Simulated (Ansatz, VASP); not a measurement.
# Two plane-wave programs on SrTiO3

File INCAR:

```
SYSTEM = SrTiO3
ALGO     = Normal         ! electronic algorithm
EDIFF    = 1E-6           ! SCF threshold, eV
ENCUT    = 520            ! plane-wave cutoff, eV
GGA      = PE             ! functional
ISIF     = 2              ! what is computed and relaxed
ISMEAR   = 0              ! smearing method
LASPH    = .True.         ! aspherical terms in the spheres
LCHARG   = .False.        ! write CHGCAR
LDAU     = .True.         ! DFT+U
LDAUJ    = 0 0 0        
LDAUL    = -1 2 -1        ! shell
LDAUPRINT= 1            
LDAUTYPE = 2            
LDAUU    = 0 4 0          ! U, eV
LMAXMIX  = 4              ! l up to which the mixer works
LREAL    = .False.        ! projectors in reciprocal space
LWAVE    = .False.        ! write WAVECAR
NBANDS   = 28             ! bands
NELM     = 150            ! most SCF steps
PREC     = Accurate       ! precision mode
SIGMA    = 0.02           ! smearing width, eV
```

The input KPOINTS:

```
k-points
0
Gamma
  8 8 8
  0 0 0
```

Contents of POSCAR:

```
SrTiO3
1.0
    3.9471298193      0.0000000000      0.0000000000
    0.0000000000      3.9471298193      0.0000000000
    0.1776208419      0.0000000000      3.9471298193
Sr Ti O
1 1 3
Direct
    0.0000000000      0.0000000000      0.0000000000
    0.5000000000      0.5000000000      0.5000000000
    0.5000000000      0.0000000000      0.5000000000
    0.5000000000      0.5000000000      0.0000000000
    0.0000000000      0.5000000000      0.5000000000
```

Input for Ansatz:

```yaml
crystal:
  lattice:
    - [3.9471298193, 0.0, 0.0]
    - [0.0, 3.9471298193, 0.0]
    - [0.1776208419, 0.0, 3.9471298193]
  atoms:
    - { symbol: Sr, position: [0.0, 0.0, 0.0] }
    - { symbol: Ti, position: [0.5, 0.5, 0.5] }
    - { symbol: O, position: [0.5, 0.0, 0.5] }
    - { symbol: O, position: [0.5, 0.5, 0.0] }
    - { symbol: O, position: [0.0, 0.5, 0.5] }
basis:
  ecutwfc: 420
kpoints:
  mp_grid: { grid: [8, 8, 8] }
hamiltonian:
  xc: pbe
  hubbard: { sites: [{ species: Ti, l: d, u_eff: 4.0 }] }
scf:
  occupations: { method: gaussian, width: 0.02 }
output:
  forces: true
  stress: true
  eigenvalues: true
```

Change from the starting cell: shear of c along a, cell held, atoms relaxed: +4.5 %.

Alike in both runs: task single point; functional PBE; k mesh 8 × 8 × 8; occupations gaussian, width 0.02 eV; no spin polarisation; Hubbard terms Ti d U = 4.0 eV.

|  | VASP | Ansatz |
| --- | --- | --- |
| version | VASP 6.6.1 | Ansatz 0.2.0 |
| potentials or method | VASP PAW PBE potentials, release 64 (Sr_sv, Ti_sv, O), cutoff 520 eV | scalar-relativistic, plane waves, PAW |
| valence electrons in the cell | 40 | 40 |

VASP gave:

- gap on the k mesh at the Fermi level (eV): 2.19
- least direct gap on the mesh (eV): 2.51
- pressure (GPa): 2.8
- traceless stress, the component that is largest in VASP (GPa): -4.94

Estimate Ansatz's values.

gap on the k mesh at the Fermi level (eV): 2.19; least direct gap on the mesh (eV): 2.51; pressure (GPa): 0.1; traceless stress, the component that is largest in VASP (GPa): -4.96.

The programs project onto different local orbitals, so the same U acts differently, and such runs can settle in different states.
